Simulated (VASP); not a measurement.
# TaN (P6/mmm) in VASP: further runs, part 2 of 3

VASP 6.6.1. Earlier steps stand in the parts before.

## 3. Relaxation of shape and atoms at fixed volume, r2SCAN (11.85 Å³/atom)

This run uses another cell than the first one, of 11.85 Å³/atom.

The input, POSCAR:

```
TaN
1.0
    5.2917389202      0.0000000000      0.0000000000
   -2.6458694601      4.5827803351      0.0000000000
    0.0000000000      0.0000000000      2.9329372032
Ta N
3 3
Direct
    0.0000000000      0.0000000000      0.0000000000
    0.3333333333      0.6666666667      0.5000000000
    0.6666666667      0.3333333333      0.5000000000
    0.5000000000      0.0000000000      0.0000000000
    0.5000000000      0.5000000000      0.0000000000
    0.0000000000      0.5000000000      0.0000000000
```

The input, INCAR.step1:

```
PREC = Accurate ; ENCUT = 600
ISMEAR = 0 ; SIGMA = 0.1
LREAL = False ; LASPH = True
NELM = 80 ; GGA = PE
ALGO = Normal ; EDIFF = 1E-4
LWAVE = True ; LCHARG = False
KPAR = 4
```

The input, INCAR.step2:

```
PREC = Accurate ; ENCUT = 600
EDIFF = 1E-6 ; ISMEAR = 0
SIGMA = 0.1 ; LREAL = False
LASPH = True ; NELM = 80
ALGO = Normal ; ISIF = 4
LWAVE = False ; LCHARG = False
METAGGA = R2SCAN ; LMIXTAU = True
IBRION = 2 ; NSW = 50
EDIFFG = -0.01 ; ISTART = 1
KPAR = 4
```

The input, KPOINTS:

```
regular mesh
0
Gamma
  9 9 12
```

Potentials or basis: VASP PAW PBE potentials, release 64 (Ta_pv, N).

Launch:

```console
> cat potpaw_PBE.64/Ta_pv/POTCAR potpaw_PBE.64/N/POTCAR > POTCAR
> cp INCAR.step1 INCAR
> mpirun -np 4 vasp_std > vasp.out
> cp INCAR.step2 INCAR
> mpirun -np 4 vasp_std > vasp.out
```

OUTCAR:

```text
PREC = Accurate
   ENCUT = 600
   EDIFF = 1E-6
   ISMEAR = 0
   LREAL = False
   LASPH = True
   NELM = 80
   ISIF = 4
   METAGGA = R2SCAN
   IBRION = 2
   NSW = 50
   EDIFFG = -0.01
   ISTART = 1

 ion  position               nearest neighbor table
   1  0.000  0.000  0.000-   4 2.65   4 2.65   6 2.65   6 2.65   5 2.65   5 2.65   3 3.39   3 3.39
                             2 3.39   2 3.39   2 3.39   3 3.39   2 3.39   3 3.39   2 3.39   3 3.39
   2  0.333  0.667  0.500-   6 2.12   6 2.12   4 2.12   4 2.12   5 2.12   5 2.12   3 3.06   3 3.06
                             3 3.06   1 3.39   1 3.39   1 3.39   1 3.39   1 3.39   1 3.39
   3  0.667  0.333  0.500-   6 2.12   6 2.12   4 2.12   4 2.12   5 2.12   5 2.12   2 3.06   2 3.06
                             2 3.06   1 3.39   1 3.39   1 3.39   1 3.39   1 3.39   1 3.39
   4  0.500  0.000  0.000-   2 2.12   3 2.12   2 2.12   3 2.12   1 2.65   1 2.65
   5  0.500  0.500  0.000-   2 2.12   3 2.12   2 2.12   3 2.12   1 2.65   1 2.65
   6  0.000  0.500  0.000-   2 2.12   3 2.12   2 2.12   3 2.12   1 2.65   1 2.65

  LATTYP: Found a hexagonal cell.
 ALAT       =     5.2917389202
 C/A-ratio  =     0.5542482816

  Lattice vectors:

 A1 = (   5.2917389202,   0.0000000000,   0.0000000000)
 A2 = (  -2.6458694601,   4.5827803351,   0.0000000000)
 A3 = (   0.0000000000,   0.0000000000,   2.9329372032)

Analysis of symmetry for initial positions (statically):
=====================================================================
 Subroutine PRICEL returns:
 Original cell was already a primitive cell.

 Routine SETGRP: Setting up the symmetry group for a
 hexagonal supercell.

 Subroutine GETGRP returns: Found 24 space group operations
 (whereof 24 operations were pure point group operations)
 out of a pool of 24 trial point group operations.

The static configuration has the point symmetry D_6h.

Analysis of symmetry for dynamics (positions and initial velocities):
=====================================================================
 Subroutine PRICEL returns:
 Original cell was already a primitive cell.

 Routine SETGRP: Setting up the symmetry group for a
 hexagonal supercell.

 Subroutine GETGRP returns: Found 24 space group operations
 (whereof 24 operations were pure point group operations)
 out of a pool of 24 trial point group operations.

The dynamic configuration has the point symmetry D_6h.

 Subroutine INISYM returns: Found 24 space group operations
 (whereof 24 operations are pure point group operations),
 and found     1 'primitive' translations

----------------------------------------------------------------------------------------

                                     Primitive cell

  volume of cell :      71.1263

  direct lattice vectors                    reciprocal lattice vectors
     5.291738920  0.000000000  0.000000000     0.188973798  0.109104073  0.000000000
    -2.645869460  4.582780335  0.000000000     0.000000000  0.218208146  0.000000000
     0.000000000  0.000000000  2.932937203     0.000000000  0.000000000  0.340955135

  length of vectors
     5.291738920  5.291738920  2.932937203     0.218208146  0.218208146  0.340955135

[... 44 lines left out ...]
            Coordinates               Weight
  0.000000  0.000000  0.000000      1.000000
  0.111111  0.000000  0.000000      6.000000
  0.222222 -0.000000  0.000000      6.000000
  0.333333  0.000000  0.000000      6.000000
  0.444444 -0.000000  0.000000      6.000000
  0.111111  0.111111  0.000000      6.000000
[... 16 lines left out ...]
  0.333333  0.222222  0.083333     24.000000
  0.333333  0.333333  0.083333      4.000000
 [... further k-points ...]
   k-points           NKPTS =     84   k-points in BZ     NKDIM =     84   number of bands    NBANDS=     28
   number of dos      NEDOS =    301   number of ions     NIONS =      6
   total plane-waves  NPLWV =  42336
   dimension x,y,z NGX =    42 NGY =   42 NGZ =   24
   dimension x,y,z NGXF=    84 NGYF=   84 NGZF=   48
   ions per type =               3   3
   NGX,Y,Z   is equivalent  to a cutoff of  13.19, 13.19, 13.60 a.u.
   NGXF,Y,Z  is equivalent  to a cutoff of  26.39, 26.39, 27.21 a.u.
 SYSTEM =  unknown system
   PREC   = accura    normal or accurate (medium, high low for compatibility)
   ISTART =      1    job   : 0-new  1-cont  2-samecut
   ICHARG =      0    charge: 1-file 2-atom 10-const
   ISPIN  =      1    spin polarized calculation?
   LNONCOLLINEAR =      F non collinear calculations
   LSORBIT =      F    spin-orbit coupling
   LASPH  =      T    aspherical Exc in radial PAW
   ENCUT  =  600.0 eV  44.10 Ry    6.64 a.u.  10.57 10.57  5.86*2*pi/ulx,y,z
   NELM   =     80;   NELMIN=  2; NELMDL=  0     # of ELM steps
   EDIFF  = 0.1E-05   stopping-criterion for ELM
   LREAL  =      F    real-space projection
   EDIFFG = -.1E-01   stopping-criterion for IOM
   NSW    =     50    number of steps for IOM
   IBRION =      2    ionic relax: 0-MD 1-quasi-New 2-CG
   NFREE  =      1    steps in history (QN), initial steepest desc. (CG)
   ISIF   =      4    stress and relaxation
   ISYM   =      2    0-nonsym 1-usesym 2-fastsym
   POTIM  = 0.5000    time-step for ionic-motion
   TEBEG  =    0.0;   TEEND  =   0.0 temperature during run
   PSTRESS=    0.0 pullay stress
   NELECT =      48.0000    total number of electrons
   NUPDOWN=      -1.0000    fix difference up-down
   EMIN   =  10.00;   EMAX   =-10.00  energy-range for DOS
   EFERMI =   0.00;   METHOD = LEGACY
   ISMEAR =     0;   SIGMA  =   0.10  broadening in eV -4-tet -1-fermi 0-gaus
   EFERMI_NEDOS =   21; number of points for ismear=-14 and -15
   IALGO  =     38    algorithm
   IMIX   =      4    mixing-type and parameters
     AMIX     =   0.40;   BMIX     =  1.00
     AMIX_MAG =   1.60;   BMIX_MAG =  1.00
  volume/ion in A,a.u.               =      11.85        80.00
  Fermi-wavevector in a.u.,A,eV,Ry     =   1.435969  2.713589 28.055322  2.062008
  Thomas-Fermi vector in A             =   2.555209
   LORBIT       =      0    0 simple, 1 ext, 2 COOP (PROOUT), +10 PAW based schemes
   METAGGA = R2SCAN    functional components
   LHFCALC =     F    Hartree Fock is set to
   AEXX    =    0.0000 exact exchange contribution
   IVDW    =     0    specifies the selected vdW correction
   LEPSILON=     F    determine dielectric tensor
   LRPA    =     F    only Hartree local field effects (RPA)
 conjugate gradient relaxation of ions
 non-spin polarized calculation
 Gauss-broadening in eV      SIGMA  =   0.10
  energy-cutoff  :      600.00
  volume of cell :       71.13
 maximum number of plane-waves:      2406
   NGX = 21   NGY = 21   NGZ = 11

--------------------------------------- Ionic step        1  -------------------------------------------

 number of electron      48.0000001 magnetization

 Free energy of the ion-electron system (eV)
  ---------------------------------------------------
  ext. energy  EPLUGINS =         0.00000000
  ---------------------------------------------------
  free energy    TOTEN  =      -178.38252673 eV

  energy without entropy =     -178.37996140  energy(sigma->0) =     -178.38124406

------------------------ aborting loop because EDIFF is reached ----------------------------------------

  FORCE on cell =-STRESS in cart. coord.  units (eV):
  Direction    XX          YY          ZZ          XY          YZ          ZX
  --------------------------------------------------------------------------------------
  -------------------------------------------------------------------------------------
  Total       -2.7957629     -2.7957629     -4.2407019      0.0000000      0.0000000     -0.0000000
  in kB      -62.9768169    -62.9768169    -95.5252341      0.0000000      0.0000000     -0.0000000
  external PRESSURE =     -73.8262893 kB  Pullay stress =       0.0000000 kB
[... 67 lines left out ...]
--------------------------------------- Ionic step        3  -------------------------------------------

 number of electron      48.0000001 magnetization

 Free energy of the ion-electron system (eV)
  ---------------------------------------------------
  ext. energy  EPLUGINS =         0.00000000
  ---------------------------------------------------
  free energy    TOTEN  =      -178.38604502 eV

  energy without entropy =     -178.38371421  energy(sigma->0) =     -178.38487962

 E-fermi :   7.7877     XC(G=0): -13.7542

 val. band max:        7.7433451288   @ k =   0.1111   0.0000   0.2500
 cond. band min:       7.8023715875   @ k =   0.2222  -0.0000   0.4167
 fundamental gap:      0.0590264586
 Fermi energy:         7.7876581787

 k-point     1 :       0.0000    0.0000    0.0000
  band No.  band energies     occupation
      1     -29.9222      2.00000
      2     -29.9222      2.00000
      3     -29.5717      2.00000
      4     -29.5717      2.00000
      5     -29.3342      2.00000
      6     -29.2236      2.00000
[... 733 lines left out ...]
     27       9.6152      0.00000
     28      10.0958      0.00000

 [... further k-points ...]
[... 5 lines left out ...]
  --------------------------------------------------------------------------------------
  -------------------------------------------------------------------------------------
  Total       -3.0228721     -3.0228721     -3.0195963      0.0000000      0.0000000     -0.0000000
  in kB      -68.0926351    -68.0926351    -68.0188447      0.0000000      0.0000000     -0.0000000
  external PRESSURE =     -68.0680383 kB  Pullay stress =       0.0000000 kB
[... 21 lines left out ...]
  FREE ENERGIE OF THE ION-ELECTRON SYSTEM (eV)
  ---------------------------------------------------
  free  energy   TOTEN  =      -178.3860450201 eV

  energy  without entropy=     -178.3837142105  energy(sigma->0) =     -178.38487962

 reached required accuracy - stopping structural energy minimisation
```

Wall time 11 min (4 MPI ranks of Oxide Virtual Turin-like, shared host); peak memory 0.31 GiB.

What came out:

- Free energy: -178.3860 eV
- Energy gained by relaxing: 0.6 meV/atom
- Ionic steps: 3
- Pressure after relaxing: -6.8 GPa
- Band gap on the k mesh: zero (bands 24 and 25 overlap by 2.15 eV)

The path:
| step | energy change (eV) | largest force (eV/Å) | pressure (GPa) | volume (Å³) |
| --- | --- | --- | --- | --- |
| 1 | 0.0000 | 0.0000 | -7.38 | 71.13 |
| 2 | -0.0022 | 0.0000 | -6.45 | 71.13 |
| 3 | -0.0035 | 0.0000 | -6.81 | 71.13 |

Final structure:
```
Ta N
1.0
     5.30457    0.00000    0.00000
    -2.65228    4.59389    0.00000
     0.00000    0.00000    2.91877
Ta N
3 3
Cartesian
  -2.6523 4.5939 2.9188
  0.0000 3.0626 1.4594
  2.6523 1.5313 1.4594
  0.0000 4.5939 2.9188
  1.3261 2.2969 2.9188
  -1.3261 2.2969 0.0000
```

Levels at points of the mesh, in eV from the Fermi level:
| k point | band 21 | band 22 | band 23 | band 24 | band 25 | band 26 | band 27 | band 28 |
| --- | --- | --- | --- | --- | --- | --- | --- | --- |
| (0.00, 0.00, 0.00) | -3.38 | -2.73 | -2.28 | -1.19 | -1.19 | 0.93 | 0.93 | 1.16 |
| (0.00, 0.00, 0.50) | -3.41 | -3.41 | -2.12 | 0.90 | 0.90 | 1.47 | 1.86 | 2.26 |

Caveat: the PAW data sets were made with another functional, which shifts forces and pressure a little; spin-orbit coupling is left out, which moves the levels of the heavy elements.

(Part 2 of 3 ends here.)
